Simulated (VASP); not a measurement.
# Ge: single point with PBEsol

Ge:

```
Ge
1.0
     4.00557    0.00000    0.00000
    -2.00278    3.46892    0.00000
     0.00000    0.00000    6.57800
Ge
4
Direct
  0.66667 0.33333 0.06259
  0.33333 0.66667 0.56259
  0.66667 0.33333 0.43741
  0.33333 0.66667 0.93741
```

This isn't the form of Ge at room conditions, which is diamond.

```yaml
Program: VASP 6.6.1
Task: single point
Functional: PBEsol
Potentials_or_basis: VASP PAW PBE potentials, release 64 (Ge_d)
Cutoff: 520 eV
k_mesh: 6 × 6 × 4
Occupations: fermi-dirac, width 0.02 eV
Spin: no spin polarisation
Dipole_correction: no
Further_INCAR_settings: ALGO = Normal; EDIFF = 1e-07; NBANDS = 36
```

The pressure is -0.1 GPa and the band gap on the k mesh is 0.04 eV (least direct gap 0.14 eV).

Levels at points of the mesh, in eV from the valence-band top:
| k point | band 26 | band 27 | band 28 | band 29 | band 30 | band 31 |
| --- | --- | --- | --- | --- | --- | --- |
| (0.00, 0.00, 0.00) | -0.17 | -0.10 | 0.00 | 0.14 | 0.14 | 2.25 |
| (0.50, 0.00, 0.00) | -3.06 | -2.80 | -1.41 | 0.46 | 1.65 | 3.55 |
| (0.00, 0.00, 0.50) | -0.85 | -0.85 | -0.85 | 0.62 | 0.62 | 3.36 |
| (0.50, 0.00, 0.50) | -2.50 | -2.40 | -2.40 | 0.51 | 0.51 | 2.09 |

Wall time 32 s on 1 thread of Intel(R) Xeon(R) 6975P-C (Granite Rapids), on a shared host, peak memory 0.21 GiB.

Caveat: the PAW data sets were made with another functional, which shifts forces and pressure a little. A k mesh can miss the band edges.
